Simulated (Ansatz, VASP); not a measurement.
# RbHg: VASP beside Ansatz

```
CELL_PARAMETERS angstrom
3.67243 0.00000 0.00000
-1.83621 3.18041 0.00000
0.00000 0.00000 5.83718
ATOMIC_POSITIONS crystal
Rb 0.66667 0.33333 0.50000
Hg 0.33333 0.66667 0.00000
```

Change from the starting cell: species swapped into the IrOs type (P-6m2, No. 187).

Alike in both runs: task single point; functional PBE; k mesh 6 × 6 × 4; occupations gaussian, width 0.1 eV; no spin polarisation.

```csv
,VASP,Ansatz
version,VASP 6.6.1,Ansatz 0.2.0
potentials or method,"VASP PAW PBE potentials, release 64 (Rb_sv, Hg), cutoff 520 eV","scalar-relativistic, plane waves, PAW"
valence electrons in the cell,21,29
```

Ansatz gave:

- gap on the k mesh at the Fermi level (eV): none
- pressure (GPa): 4.0
- traceless stress, the component that is largest in VASP (GPa): -2.24

Task: Estimate VASP's values.

Result: gap on the k mesh at the Fermi level (eV): none; pressure (GPa): 4.0; traceless stress, the component that is largest in VASP (GPa): -2.23.

A gap of «none» marks a metal or a gap that the smearing closes. VASP's potentials hold 21 valence electrons a cell and Ansatz's 29, so a difference there can come from the potentials and not from the codes.

Spin-orbit coupling is off throughout.
